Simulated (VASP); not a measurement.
A run of VASP 6.6.1 is set up as follows.

File INCAR:

```
SYSTEM = Al
PREC = Accurate
ENCUT = 520
EDIFF = 1E-6
ISMEAR = 0
SIGMA = 0.15
LREAL = .False.
LASPH = .True.
NELM = 80
ALGO = Normal
ISIF = 2
LWAVE = .False.
LCHARG = .False.
GGA = PE
IVDW = 12
NBANDS = 14
```

KPOINTS

```
regular mesh
0
Gamma
  18 18 6
  0 0 0
```

POSCAR

```
Al
1.0
    2.7583754992      0.0000000000      0.0000000000
   -1.3791877496      2.3888232554      0.0000000000
    0.0000000000      0.0000000000      9.8129208382
Al
4
Direct
    0.0000000000      0.0000000000      0.0000000000
    0.3333333333      0.6666666667      0.2500000000
    0.0000000000      0.0000000000      0.5000000000
    0.6666666667      0.3333333333      0.7500000000
```

Potentials or basis: VASP PAW PBE potentials, release 64 (Al).

Run with:

```console
$ cat potpaw_PBE.64/Al/POTCAR > POTCAR
$ mpirun -np 1 vasp_std > vasp.out
```

(1) Estimate the pressure.

(2) Estimate the dispersion energy per atom.

(3) Predict the band gap on the k mesh.

Answers

(1) -0.8 GPa.

(2) -0.344 eV.

(3) zero (bands 6 and 7 overlap by 4.31 eV).

Caveat: the stress differs along the axes, from -5 to 1 GPa.
